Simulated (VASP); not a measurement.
Runs of VASP 6.6.1 on Bi. The structure is that of space group Fm-3m (No. 225), or close to it. The cells are those of the table. 

```tsv
cell	k mesh	gap on the mesh (eV)	pressure (GPa)
a = 3.685 Å, angles 60.0°, 1 atom	12 × 12 × 12	none	-3.2
a = 3.592 Å, angles 60.0°, 1 atom	18 × 18 × 18	none	-0.2
a = 3.639 Å, angles 60.0°, 1 atom	12 × 12 × 12	none	(a)
a = 3.592 Å, angles 60.0°, 1 atom	12 × 12 × 12	none	(b)
a = 3.730 Å, angles 60.0°, 1 atom	12 × 12 × 12	none	-4.2
```

Alike in all rows: task single point; level RPBE; potentials or basis VASP PAW PBE potentials, release 64 (Bi_d); no spin polarisation; cutoff (eV) 520; smearing fermi-dirac 0.1 eV.

Task: Fill in the values left out.

Result: (a) -1.9; (b) -0.3.

Caveats: the PAW data sets were made with another functional, which shifts forces and pressure a little; spin-orbit coupling is left out, which moves the levels of the heavy elements.

A k mesh can miss the band edges, and the runs leave out spin-orbit coupling on Bi.

A gap of «none» marks levels without a gap at the run's occupations.
